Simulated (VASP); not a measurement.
# C (Cmme) in VASP: further runs, part 2 of 2

VASP 6.6.1. Earlier steps stand in the parts before.

## 3. Single point, PBEsol (normal strain along x -0.0700, normal strain along y -0.0467)

INCAR reads:

```
ALGO     = Normal         # electronic algorithm
EDIFF    = 1E-6           # SCF threshold, eV
ENCUT    = 520            # plane-wave cutoff, eV
GGA      = PS             # functional
ISIF     = 2              # what is computed and relaxed
ISMEAR   = 0              # smearing method
LASPH    = True           # aspherical terms in the spheres
LCHARG   = False          # write CHGCAR
LREAL    = False          # projectors in reciprocal space
LWAVE    = False          # write WAVECAR
NBANDS   = 16             # bands
NELM     = 80             # most SCF steps
PREC     = Accurate       # precision mode
SIGMA    = 0.15           # smearing width, eV
```

KPOINTS reads:

```
k-points
0
Gamma
  18 18 6
```

POSCAR reads:

```
C
1.0
    1.1434113954     -2.0296566851      0.0000000000
    1.1434113954      2.0296566851      0.0000000000
    0.0000000000      0.0000000000      7.3778182888
C
4
Direct
    0.0833216498      0.9166783502      0.7498439858
    0.5833216498      0.4166783502      0.2501560142
    0.9166783502      0.0833216498      0.2501560142
    0.4166783502      0.5833216498      0.7498439858
```

Potentials or basis: VASP PAW PBE potentials, release 64 (C).

Command:

```
$ cat potpaw_PBE.64/C/POTCAR > POTCAR
$ mpirun -np 1 vasp_std > vasp.out
```

OUTCAR:

```text
EDIFF = 1E-6
   ENCUT = 520
   GGA = PS
   ISIF = 2
   ISMEAR = 0
   LASPH = True
   LREAL = False
   NELM = 80
   PREC = Accurate

 ion  position               nearest neighbor table
   1  0.083  0.917  0.750-   4 1.33   4 1.33   4 1.35
   2  0.583  0.417  0.250-   3 1.33   3 1.33   3 1.35
   3  0.917  0.083  0.250-   2 1.33   2 1.33   2 1.35
   4  0.417  0.583  0.750-   1 1.33   1 1.33   1 1.35

  LATTYP: Found a base centered orthorhombic cell.
 ALAT       =     2.2868227908
 B/A-ratio  =     1.7750887329
 C/A-ratio  =     3.2262308730

  Lattice vectors:

 A1 = (   1.1434113954,  -2.0296566851,   0.0000000000)
 A2 = (   1.1434113954,   2.0296566851,   0.0000000000)
 A3 = (   0.0000000000,   0.0000000000,   7.3778182888)

Analysis of symmetry for initial positions (statically):
=====================================================================
 Subroutine PRICEL returns:
 Original cell was already a primitive cell.

 Routine SETGRP: Setting up the symmetry group for a
 base centered orthorhombic supercell.

 Subroutine GETGRP returns: Found  8 space group operations
 (whereof  4 operations were pure point group operations)
 out of a pool of  8 trial point group operations.

The static configuration has the point symmetry C_2h.
 The point group associated with its full space group is D_2h.

Analysis of symmetry for dynamics (positions and initial velocities):
=====================================================================
 Subroutine PRICEL returns:
 Original cell was already a primitive cell.

 Routine SETGRP: Setting up the symmetry group for a
 base centered orthorhombic supercell.

 Subroutine GETGRP returns: Found  8 space group operations
 (whereof  4 operations were pure point group operations)
 out of a pool of  8 trial point group operations.

The dynamic configuration has the point symmetry C_2h.
[... 123 lines left out ...]
     AMIX     =   0.40;   BMIX     =  1.00
     AMIX_MAG =   1.60;   BMIX_MAG =  1.00
  volume/ion in A,a.u.               =       8.56        57.77
  Fermi-wavevector in a.u.,A,eV,Ry     =   1.270341  2.400597 21.956639  1.613767
  Thomas-Fermi vector in A             =   2.403334
   LORBIT       =      0    0 simple, 1 ext, 2 COOP (PROOUT), +10 PAW based schemes
   GGA     = PS    functional components
   LHFCALC =     F    Hartree Fock is set to
   AEXX    =    0.0000 exact exchange contribution
   IVDW    =     0    specifies the selected vdW correction
   LEPSILON=     F    determine dielectric tensor
   LRPA    =     F    only Hartree local field effects (RPA)
 non-spin polarized calculation
 Gauss-broadening in eV      SIGMA  =   0.15
  energy-cutoff  :      520.00
  volume of cell :       34.24
 maximum number of plane-waves:       954
 NGX is ok and might be reduce to    18
   NGX =  9   NGY =  9   NGZ = 27

 number of electron      15.9999999 magnetization

 Free energy of the ion-electron system (eV)
  ---------------------------------------------------
  ext. energy  EPLUGINS =         0.00000000
  ---------------------------------------------------
  free energy    TOTEN  =       -37.40806084 eV

  energy without entropy =      -37.40707410  energy(sigma->0) =      -37.40756747

 E-fermi :   5.0144     XC(G=0): -10.2116

 val. band max:        4.9262352707   @ k =   0.3333   0.3333   0.3333
 cond. band min:       5.0175835456   @ k =   0.3333   0.3333   0.0000
 fundamental gap:      0.0913482749
 Fermi energy:         5.0144385814

 k-point     1 :       0.0000    0.0000    0.0000
  band No.  band energies     occupation
      1     -16.1641      2.00000
      2     -16.0365      2.00000
      3      -4.6024      2.00000
      4      -3.5028      2.00000
      5       1.9891      2.00000
      6       1.9937      2.00000
[... 433 lines left out ...]
      3      -3.2722      2.00000
      4      -2.2179      2.00000
      5      -1.0803      2.00000
      6      -1.0618      2.00000
[... 8 lines left out ...]
     15      18.5736      0.00000
     16      18.6104      0.00000

 [... further k-points ...]

------------------------ aborting loop because EDIFF is reached ----------------------------------------

  FORCE on cell =-STRESS in cart. coord.  units (eV):
  Direction    XX          YY          ZZ          XY          YZ          ZX
  --------------------------------------------------------------------------------------
  -------------------------------------------------------------------------------------
  Total       22.3407939     16.4475796     -0.0335210      0.0000000      0.0000000      0.0000000
  in kB     1045.2643413    769.5370404     -1.5683553      0.0000000      0.0000000      0.0000000
  external PRESSURE =     604.4110088 kB  Pullay stress =       0.0000000 kB

 VOLUME and BASIS-vectors are now :
 -----------------------------------------------------------------------------
  energy-cutoff  :      520.00
  volume of cell :       34.24
      direct lattice vectors                 reciprocal lattice vectors
     1.143411395 -2.029656685  0.000000000     0.437287928 -0.246347081  0.000000000
     1.143411395  2.029656685  0.000000000     0.437287928  0.246347081  0.000000000
     0.000000000  0.000000000  7.377818289     0.000000000  0.000000000  0.135541424

 POSITION                                       TOTAL-FORCE (eV/Angst)
 -----------------------------------------------------------------------------------
      1.14341      1.69143      5.53221         0.000000     -0.724848      0.000114
      1.14341     -0.33823      1.84561         0.000000     -0.724848     -0.000114
      1.14341     -1.69143      1.84561         0.000000      0.724848     -0.000114
      1.14341      0.33823      5.53221         0.000000      0.724848      0.000114
 -----------------------------------------------------------------------------------
    total drift:                                0.000000     -0.000000     -0.000000

  FREE ENERGIE OF THE ION-ELECTRON SYSTEM (eV)
  ---------------------------------------------------
  free  energy   TOTEN  =       -37.4080608447 eV

  energy  without entropy=      -37.4070741025  energy(sigma->0) =      -37.40756747
```

It took 1.9 min on 1 thread of Intel Xeon Platinum 8488C (Sapphire Rapids), shared host; peak memory 0.25 GiB.

What came out:

| Quantity | Value |
| --- | --- |
| Free energy | -37.4081 eV |
| Pressure | 60.4 GPa |
| Largest force | 0.725 eV/Å |

Forces in eV/Å, atoms in the order of the input:
```
C    0.000 -0.725  0.000
C    0.000 -0.725  0.000
C    0.000  0.725  0.000
C    0.000  0.725  0.000
```

Caveat: the cell differs from its parent crystal (normal strain along x -0.0700, normal strain along y -0.0467); the stress differs along the axes, from -0 to 105 GPa; this functional lacks dispersion, which binds layers or chains, so the pressure and a relaxed spacing across them are unreliable; the PAW data sets were made with another functional, which shifts forces and pressure a little.

## 4. Single point, PBEsol (normal strain along x -0.0467, normal strain along y -0.0700)

INCAR reads:

```
PREC = Accurate
ENCUT = 520
EDIFF = 1E-6
ISMEAR = 0
SIGMA = 0.15
LREAL = F
LASPH = T
NELM = 80
ALGO = Normal
ISIF = 2
LWAVE = F
LCHARG = F
GGA = PS
NBANDS = 16
```

KPOINTS reads:

```
regular mesh
0
Gamma
  18 18 6
```

Edit POSCAR of step 3 so:

```diff
@@ -2,4 +2,4 @@
 1.0
-    1.1434113954     -2.0296566851      0.0000000000
-    1.1434113954      2.0296566851      0.0000000000
+    1.1720581540     -1.9800490057      0.0000000000
+    1.1720581540      1.9800490057      0.0000000000
     0.0000000000      0.0000000000      7.3778182888
```

Command:

```
$ cat potpaw_PBE.64/C/POTCAR > POTCAR
$ mpirun -np 1 vasp_std > vasp.out
```

Wall time 2 min (1 thread of Intel Xeon Platinum 8488C (Sapphire Rapids), shared host); peak memory 0.25 GiB.

Results (log left out):

| Item | Value |
| --- | --- |
| Free energy | -37.4076 eV |
| Pressure | 60.4 GPa |
| Largest force | 0.777 eV/Å |

Forces in eV/Å, atoms in the order of the input:
```
C    0.000  0.777  0.000
C    0.000  0.777  0.000
C    0.000 -0.777  0.000
C    0.000 -0.777  0.000
```

Stress tensor (GPa, compression positive):
```
 76.76   0.00   0.00
  0.00 104.75   0.00
  0.00   0.00  -0.20
```

Caveat: the cell differs from its parent crystal (normal strain along x -0.0467, normal strain along y -0.0700); the stress differs along the axes, from -0 to 105 GPa; this functional lacks dispersion, which binds layers or chains, so the pressure and a relaxed spacing across them are unreliable; the PAW data sets were made with another functional, which shifts forces and pressure a little.

## 5. Single point, PBEsol (normal strain along x -0.0467, normal strain along y -0.0467)

INCAR reads:

```
SYSTEM = C
ALGO = Normal
EDIFF = 1E-6
ENCUT = 520
GGA = PS
ISIF = 2
ISMEAR = 0
LASPH = .True.
LCHARG = .False.
LREAL = .False.
LWAVE = .False.
NBANDS = 16
NELM = 60
PREC = Accurate
SIGMA = 0.15
```

KPOINTS reads:

```
k-points
0
Gamma
  18 18 6
  0 0 0
```

Edit POSCAR of step 4 so:

```diff
@@ -2,4 +2,4 @@
 1.0
-    1.1720581540     -1.9800490057      0.0000000000
-    1.1720581540      1.9800490057      0.0000000000
+    1.1720581540     -2.0296566851      0.0000000000
+    1.1720581540      2.0296566851      0.0000000000
     0.0000000000      0.0000000000      7.3778182888
```

Command:

```
$ cat potpaw_PBE.64/C/POTCAR > POTCAR
$ mpirun -np 1 vasp_std > vasp.out
```

Wall time 2.7 min (1 thread of Intel Xeon Platinum 8488C (Sapphire Rapids), shared host); peak memory 0.26 GiB.

It converged, with:

| Property | Result |
| --- | --- |
| Free energy | -37.8698 eV |
| Pressure | 45.6 GPa |
| Band gap on the k mesh | zero (filled and empty bands touch) |

Stress tensor (GPa, compression positive):
```
68.52  0.00  0.00
 0.00 68.55  0.00
 0.00  0.00 -0.18
```

Levels at points of the mesh, in eV from the Fermi level:
| k point | band 4 | band 5 | band 6 | band 7 | band 8 | band 9 | band 10 | band 11 | band 12 | band 13 |
| --- | --- | --- | --- | --- | --- | --- | --- | --- | --- | --- |
| (0.00, 0.00, 0.00) | -8.14 | -2.90 | -2.89 | -2.89 | -2.89 | 2.89 | 7.82 | 9.33 | 9.35 | 9.36 |
| (0.50, 0.00, 0.00) | -14.24 | -6.80 | -6.80 | -2.70 | -2.70 | 1.76 | 1.76 | 8.92 | 8.92 | 11.09 |
| (0.50, 0.50, 0.00) | -14.21 | -6.81 | -6.80 | -3.03 | -2.28 | 1.21 | 2.24 | 8.83 | 9.01 | 11.00 |
| (0.00, 0.00, 0.50) | -8.74 | -2.90 | -2.90 | -2.89 | -2.89 | 4.85 | 4.85 | 9.35 | 9.35 | 9.35 |
| (0.50, 0.00, 0.50) | -14.24 | -6.80 | -6.80 | -2.68 | -2.68 | 1.68 | 1.68 | 8.93 | 8.93 | 12.36 |
| (0.50, 0.50, 0.50) | -14.24 | -6.81 | -6.80 | -2.68 | -2.67 | 1.68 | 1.68 | 8.92 | 8.92 | 12.45 |

Caveat: the cell differs from its parent crystal (normal strain along x -0.0467, normal strain along y -0.0467); the stress differs along the axes, from -0 to 69 GPa; this functional lacks dispersion, which binds layers or chains, so the pressure and a relaxed spacing across them are unreliable; the PAW data sets were made with another functional, which shifts forces and pressure a little.

## 6. Single point, PBEsol (normal strain along x -0.0467, normal strain along y -0.0233)

INCAR reads:

```
ALGO     = Normal         # electronic algorithm
EDIFF    = 1E-7           # SCF threshold, eV
ENCUT    = 520            # plane-wave cutoff, eV
GGA      = PS             # functional
ISIF     = 2              # what is computed and relaxed
ISMEAR   = 0              # smearing method
LASPH    = True           # aspherical terms in the spheres
LCHARG   = False          # write CHGCAR
LREAL    = False          # projectors in reciprocal space
LWAVE    = False          # write WAVECAR
NBANDS   = 16             # bands
NELM     = 100            # most SCF steps
PREC     = Accurate       # precision mode
SIGMA    = 0.15           # smearing width, eV
```

KPOINTS reads:

```
k-points
0
Gamma
  18 18 6
```

Edit POSCAR of step 5 so:

```diff
@@ -2,4 +2,4 @@
 1.0
-    1.1720581540     -2.0296566851      0.0000000000
-    1.1720581540      2.0296566851      0.0000000000
+    1.1720581540     -2.0794772730      0.0000000000
+    1.1720581540      2.0794772730      0.0000000000
     0.0000000000      0.0000000000      7.3778182888
```

Potentials or basis: VASP PAW PBE potentials, release 64 (C).

Command:

```
$ cat potpaw_PBE.64/C/POTCAR > POTCAR
$ mpirun -np 1 vasp_std > vasp.out
```

Run time: 2.8 min. Hardware: 1 thread of Intel Xeon Platinum 8488C (Sapphire Rapids), shared host; peak memory 0.25 GiB.

The run converged. Its results:

```
Free energy   : -38.1525 eV
Pressure      : 32.7 GPa
Largest force : 0.522 eV/Å
```

Forces on the atoms (eV/Å):
```
C    0.000 -0.522  0.000
C    0.000 -0.522  0.000
C    0.000  0.522  0.000
C    0.000  0.522  0.000
```

Stress tensor (GPa, compression positive):
```
61.13  0.00  0.00
 0.00 37.14  0.00
 0.00  0.00 -0.11
```

Caveat: the cell differs from its parent crystal (normal strain along x -0.0467, normal strain along y -0.0233); the stress differs along the axes, from -0 to 61 GPa; this functional lacks dispersion, which binds layers or chains, so the pressure and a relaxed spacing across them are unreliable; the PAW data sets were made with another functional, which shifts forces and pressure a little.

## 7. Overview

| cell | gap on the mesh (eV) | pressure (GPa) | largest force (eV/Å) |
| --- | --- | --- | --- |
| a = 2.286, b = 2.286, c = 7.378 Å, angles 90.0, 90.0, 120.0°, 4 atoms | none | 76.3 | - |
| a = 2.330, b = 2.330, c = 7.378 Å, angles 90.0, 90.0, 121.2°, 4 atoms | - | 60.4 | 0.72 |
| a = 2.301, b = 2.301, c = 7.378 Å, angles 90.0, 90.0, 118.8°, 4 atoms | - | 60.4 | 0.78 |
| a = 2.344, b = 2.344, c = 7.378 Å, angles 90.0, 90.0, 120.0°, 4 atoms | none | 45.6 | - |
| a = 2.387, b = 2.387, c = 7.378 Å, angles 90.0, 90.0, 121.2°, 4 atoms | - | 32.7 | 0.52 |

Alike in all rows: task single point; level PBEsol; potentials or basis VASP PAW PBE potentials, release 64 (C); no spin polarisation; k mesh 18 × 18 × 6; cutoff (eV) 520; smearing gaussian 0.15 eV.

Caveats: this functional lacks dispersion, which binds layers or chains, so the pressure and a relaxed spacing across them are unreliable; the PAW data sets were made with another functional, which shifts forces and pressure a little; the stress differs along the axes, from -0 to 105 GPa (at least some runs); the stress differs along the axes, from -0 to 115 GPa (at least some runs); the stress differs along the axes, from -0 to 69 GPa (at least some runs); the stress differs along the axes, from -0 to 61 GPa (at least some runs).

Absolute energies hang on the potentials; compare differences alone.

The gap in the log of VASP goes by the Fermi energy; the results here count the filled bands.